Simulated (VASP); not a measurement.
Bi:

```xyz
1
Lattice="-1.9814 1.9814 1.9814 1.9814 -1.9814 1.9814 1.9814 1.9814 -1.9814" Properties=species:S:1:pos:R:3 pbc="T T T"
Bi    0.0000    0.0000    0.0000
```

```yaml
Program: VASP 6.6.1
Task: relaxation of cell and atoms
Functional: BLYP
Potentials_or_basis: VASP PAW PBE potentials, release 64 (Bi_d)
Cutoff: 600 eV
k_mesh: 9 × 9 × 9
Occupations: fermi-dirac, width 0.05 eV
Spin: no spin polarisation
```

At the start: pressure 5.2 GPa; volume 31.12 Å³/atom.

Q: How do energy, volume and symmetry change on relaxing?

A: Over 3 steps the energy falls by 46.8 meV/atom and the volume is 34.30 Å³/atom (+10.2 %); space group Im-3m (No. 229, to 0.05 Å).

The path:
```tsv
step	energy change (eV)	largest force (eV/Å)	pressure (GPa)	volume (Å³)
1	0.0000	0.0000	5.19	31.12
2	-0.0384	0.0000	-1.65	35.88
3	-0.0468	0.0000	0.02	34.30
```

Final structure:
```
CELL_PARAMETERS angstrom
-2.04683 2.04683 2.04683
2.04683 -2.04683 2.04683
2.04683 2.04683 -2.04683
ATOMIC_POSITIONS crystal
Bi 0.00000 0.00000 0.00000
```

Caveat: the PAW data sets were made with another functional, which shifts forces and pressure a little.
